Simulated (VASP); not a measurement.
Input of a VASP 6.6.1 run:

File INCAR:

```
  PREC = Accurate
  ENCUT = 600
  EDIFF = 1E-7
  ISMEAR = 0
  SIGMA = 0.2
  LREAL = False
  LASPH = True
  NELM = 60
  ALGO = Normal
  ISIF = 3
  LWAVE = False
  LCHARG = False
  GGA = PE
  IBRION = 2
  NSW = 36
  EDIFFG = -0.08
```

The input KPOINTS:

```
regular mesh
0
Gamma
  4 4 4
```

POSCAR

```
Ga4BAs3
1.0
   -2.6350000000      2.6350000000      5.2700000000
    2.6350000000     -2.6350000000      5.2700000000
    2.6350000000      2.6350000000     -5.2700000000
Ga B As
4 1 3
Direct
    0.1170000000      0.1170000000      0.4700000000
    0.6470000000      0.6470000000      0.5300000000
    0.3530000000      0.8830000000      0.0000000000
    0.8830000000      0.3530000000      0.0000000000
    0.0000000000      0.0000000000      0.0000000000
    0.2500000000      0.7500000000      0.5000000000
    0.7500000000      0.2500000000      0.5000000000
    0.5000000000      0.5000000000      0.0000000000
```

Potentials or basis: VASP PAW PBE potentials, release 64 (Ga_d, B, As).

Launch:

```bash
$ cat potpaw_PBE.64/Ga_d/POTCAR potpaw_PBE.64/B/POTCAR potpaw_PBE.64/As/POTCAR > POTCAR
$ mpirun -np 1 vasp_std > vasp.out
```

Problem. Estimate the relaxed cell.

Solution. a = 6.761 Å, b = 6.761 Å, c = 6.761 Å, α = 131.81°, β = 131.81°, γ = 70.53°.

Problem. What does it give for the relaxed volume?

Solution. 21.03 Å³/atom.

Problem. Predict the space group after relaxing (to 0.1 Å).

Solution. I-42m (No. 121).

Problem. Predict the band gap on the k mesh.

Solution. Zero (bands 35 and 36 overlap by 1.69 eV).

Final structure:
```cif
data_structure
_symmetry_space_group_name_H-M 'P 1'
_symmetry_Int_Tables_number 1
_cell_length_a 6.7614
_cell_length_b 6.7614
_cell_length_c 6.7614
_cell_angle_alpha 131.808
_cell_angle_beta 131.808
_cell_angle_gamma 70.532
_cell_volume 168.27
loop_
_atom_site_label
_atom_site_type_symbol
_atom_site_fract_x
_atom_site_fract_y
_atom_site_fract_z
_atom_site_occupancy
Ga1 Ga 0.10664 0.10664 0.43586 1
Ga2 Ga 0.67078 0.67078 0.56414 1
Ga3 Ga 0.32922 0.89336 0.00000 1
Ga4 Ga 0.89336 0.32922 0.00000 1
B1 B 0.00000 0.00000 0.00000 1
As1 As 0.25000 0.75000 0.50000 1
As2 As 0.75000 0.25000 0.50000 1
As3 As 0.50000 0.50000 0.00000 1
```
